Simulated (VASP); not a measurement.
Here is a VASP 6.6.1 calculation.

Contents of INCAR:

```
SYSTEM = Mo
PREC = Accurate ; ENCUT = 520
EDIFF = 1E-6 ; ISMEAR = -1
SIGMA = 0.1 ; LREAL = .FALSE.
LASPH = .TRUE. ; NELM = 100
ALGO = Normal ; ISIF = 2
LWAVE = .FALSE. ; LCHARG = .FALSE.
GGA = CA ; NBANDS = 13
```

File KPOINTS:

```
regular mesh
0
G
  14 14 14
  0 0 0
```

POSCAR

```
Mo
1.0
   -1.5565618036      1.5565618036      1.5565618036
    1.5565618036     -1.5565618036      1.5565618036
    1.5565618036      1.5565618036     -1.5565618036
Mo
1
Direct
    0.0000000000      0.0000000000      0.0000000000
```

Potentials or basis: VASP PAW LDA potentials, release 64 (Mo_sv).

Run with:

```bash
$ cat potpaw_LDA.64/Mo_sv/POTCAR > POTCAR
$ mpirun -np 1 vasp_std > vasp.out
```

(1) Estimate the band gap on the k mesh.

(2) Predict the pressure.

Results:

(1) zero (band 7 reaches 17.26 eV, above the bottom of band 8 at 11.60 eV).

(2) 1.2 GPa.
